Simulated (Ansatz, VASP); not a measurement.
## One calculation of Cu2O, two programs

```
Cu O
1.0
     4.29895    0.00000    0.00000
     0.00000    4.29895    0.00000
     0.00000    0.00000    4.29895
Cu O
4 2
Direct
  0.25000 0.25000 0.25000
  0.75000 0.75000 0.25000
  0.75000 0.25000 0.75000
  0.25000 0.75000 0.75000
  0.00000 0.00000 0.00000
  0.50000 0.50000 0.50000
```

Alike in both runs: functional PBE; k mesh 8 × 8 × 8; occupations gaussian, width 0.02 eV; no spin polarisation.

Ansatz relaxed the structure, and its values are those at the end. VASP's run is a single point on that final structure, the one shown.

```csv
,VASP,Ansatz
version,VASP 6.6.1,Ansatz 0.2.0
potentials or method,"VASP PAW PBE potentials, release 64 (Cu, O), cutoff 600 eV","scalar-relativistic, plane waves, PAW"
valence electrons in the cell,56,88
```

|  | VASP | Ansatz | Ansatz less VASP |
| --- | --- | --- | --- |
| gap on the k mesh at the Fermi level (eV) | 0.48 | 0.47 | -0.007 |
| least direct gap on the mesh (eV) | 0.48 | 0.47 | -0.007 |
| pressure (GPa) | 0.6 | 0.0 | -0.58 |

VASP's potentials hold 56 valence electrons a cell and Ansatz's 88, so a difference there can come from the potentials and not from the codes.
